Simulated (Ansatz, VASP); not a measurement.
**TiO2: VASP beside Ansatz**

The input INCAR:

```
SYSTEM = TiO2
PREC = Accurate
ENCUT = 600
EDIFF = 1E-6
ISMEAR = 0
SIGMA = 0.02
LREAL = .False.
LASPH = .True.
NELM = 60
ALGO = Normal
ISIF = 3
LWAVE = .False.
LCHARG = .False.
GGA = PS
IBRION = 2
NSW = 100
EDIFFG = -0.005
```

The input KPOINTS:

```
regular mesh
0
Gamma
  6 6 10
  0 0 0
```

POSCAR

```
TiO2
1.0
    4.5922000000      0.0000000000      0.0000000000
    0.0000000000      4.5922000000      0.0000000000
    0.0000000000      0.0000000000      2.9574000000
Ti O
2 4
Direct
    0.0000000000      0.0000000000      0.0000000000
    0.5000000000      0.5000000000      0.5000000000
    0.3049600000      0.3049600000      0.0000000000
    0.1950400000      0.8049600000      0.5000000000
    0.6950400000      0.6950400000      0.0000000000
    0.8049600000      0.1950400000      0.5000000000
```

Input for Ansatz:

```yaml
crystal:
  lattice:
    - [4.5922, 0.0, 0.0]
    - [0.0, 4.5922, 0.0]
    - [0.0, 0.0, 2.9574]
  atoms:
    - { symbol: Ti, position: [0.0, 0.0, 0.0] }
    - { symbol: Ti, position: [0.5, 0.5, 0.5] }
    - { symbol: O, position: [0.30496, 0.30496, 0.0] }
    - { symbol: O, position: [0.19504, 0.80496, 0.5] }
    - { symbol: O, position: [0.69504, 0.69504, 0.0] }
    - { symbol: O, position: [0.80496, 0.19504, 0.5] }
basis:
  ecutwfc: 420
kpoints:
  mp_grid: { grid: [6, 6, 10] }
hamiltonian:
  xc: pbesol
scf:
  occupations: { method: gaussian, width: 0.02 }
output:
  forces: true
  stress: true
  eigenvalues: true
  write_density: true
  write_potential: true
  elf: true
  volumetric_format: npy
relax:
  adjacent_minimum: "off"
  f_tol: 0.005
  max_steps: 80
  cell: { stress_tol: 0.05 }
```

Alike in both runs: task relaxation of cell and atoms; functional PBEsol; k mesh 6 × 6 × 10; occupations gaussian, width 0.02 eV; no spin polarisation.

|  | VASP | Ansatz |
| --- | --- | --- |
| version | VASP 6.6.1 | Ansatz 0.2.0 |
| potentials or method | VASP PAW PBE potentials, release 64 (Ti_sv, O), cutoff 600 eV | scalar-relativistic, plane waves, PAW |
| valence electrons in the cell | 48 | 48 |

Ansatz gave:

```
gap on the k mesh at the Fermi level, each at its own relaxed structure (eV) : 1.87
relaxed volume (Å³/atom)                                                     : 10.32
relaxed cell length with the largest relative difference (Å)                 : 2.939
```

Task: What did VASP give for the same quantities?

Result: gap on the k mesh at the Fermi level, each at its own relaxed structure (eV): 1.83; relaxed volume (Å³/atom): 10.34; relaxed cell length with the largest relative difference (Å): 2.942.

VASP's potentials were made for PBE, not for PBEsol.
